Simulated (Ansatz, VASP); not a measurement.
One calculation of Te2Mo, two programs

```
Te Mo
1.0
     3.53709   -0.04722    0.00000
    -1.80944    3.08682    0.00000
     0.00000    0.00000    7.82691
Te Mo
2 1
Direct
  0.33218 0.66664 0.77054
  0.33218 0.66664 0.22946
  0.00231 0.00005 0.00000
```

Change from the starting cell: shear_xy strain -2.7%.

Alike in both runs: task single point; functional PBE; k mesh 12 × 12 × 4; occupations fermi-dirac, width 0.02 eV; no spin polarisation.

|  | VASP | Ansatz |
| --- | --- | --- |
| version | VASP 6.6.1 | Ansatz 0.2.0 |
| potentials or method | VASP PAW PBE potentials, release 64 (Te, Mo_sv) | plane waves, PAW |
| plane-wave cutoff (eV) | 520 | 420 |
| valence electrons in the cell | 26 | 46 |

Ansatz gave:

- gap on the k mesh at the Fermi level (eV): 1.05
- pressure (GPa): 1.8
- traceless stress, the component that is largest in VASP (GPa): 1.11
- rms of the force components (eV/Å): 0.092

Task: Estimate VASP's values.

Result: gap on the k mesh at the Fermi level (eV): 1.05; pressure (GPa): 1.8; traceless stress, the component that is largest in VASP (GPa): 1.11; rms of the force components (eV/Å): 0.098.

Atom by atom the forces differ by 0.006 eV/Å (rms over components). With one functional, cell and mesh, what is left measures potentials, basis and numerics. VASP's potentials hold 26 valence electrons a cell and Ansatz's 46, so a difference there can come from the potentials and not from the codes.

Spin-orbit coupling is off throughout.
